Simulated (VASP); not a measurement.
Au: single point with PBEsol

The system is Au.

```xyz
2
Lattice="2.0010 2.0010 0.0000 -2.0010 2.0010 0.0000 0.0000 0.0000 4.1328" Properties=species:S:1:pos:R:3 pbc="T T T"
Au    0.0000    0.0000    0.0000
Au    0.0000    2.0010    2.0664
```

This cell differs from its parent crystal: biaxial strain in the a-b plane: -2.0 %.

```yaml
Program: VASP 6.6.1
Task: single point
Functional: PBEsol
Potentials_or_basis: VASP PAW PBE potentials, release 64 (Au)
Cutoff: 520 eV
k_mesh: 18 × 18 × 14
Occupations: gaussian, width 0.1 eV
Spin: no spin polarisation
Dipole_correction: no
Further_INCAR_settings: ALGO = Fast; EDIFF = 1e-06; NBANDS = 18
```

* Pressure: 5.1 GPa
* Band gap on the k mesh: zero (band 11 reaches 14.97 eV, above the bottom of band 12 at 7.22 eV)

Stress tensor (GPa, compression positive):
```
5.59 0.00 0.00
0.00 5.59 0.00
0.00 0.00 4.00
```

Levels at points of the mesh, in eV from the Fermi level:
```
           k point  band 7  band 8  band 9  band 10  band 11  band 12  band 13  band 14  band 15  band 16
(0.00, 0.00, 0.00)   -3.44   -3.10   -2.03    -1.68    -1.68     0.47     5.45    10.39    10.39    14.44
(0.50, 0.00, 0.00)   -3.87   -3.87   -3.22    -3.22    -0.11    -0.11     8.20     8.20    10.15    10.15
(0.50, 0.50, 0.00)   -1.78   -1.78   -1.53    -1.53     1.03     1.03     6.21     6.21     9.78     9.78
(0.00, 0.00, 0.50)   -3.51   -3.51   -3.51    -3.51    -2.59    -2.59    15.11    15.11    15.11    15.11
(0.50, 0.00, 0.50)   -2.07   -2.07   -1.93    -1.93    -1.20    -1.20     3.19     3.19    13.82    13.82
(0.50, 0.50, 0.50)   -3.47   -3.47   -1.53    -1.53     5.11     5.11     6.27     6.27     6.27     6.27
```

Wall time 97 s on 1 thread of Intel(R) Xeon(R) 6975P-C (Granite Rapids), on a shared host, peak memory 0.31 GiB.

Caveat: the cell differs from its parent crystal (biaxial strain in the a-b plane: -2.0 %); the PAW data sets were made with another functional, which shifts forces and pressure a little; spin-orbit coupling is left out, which moves the levels of the heavy elements.
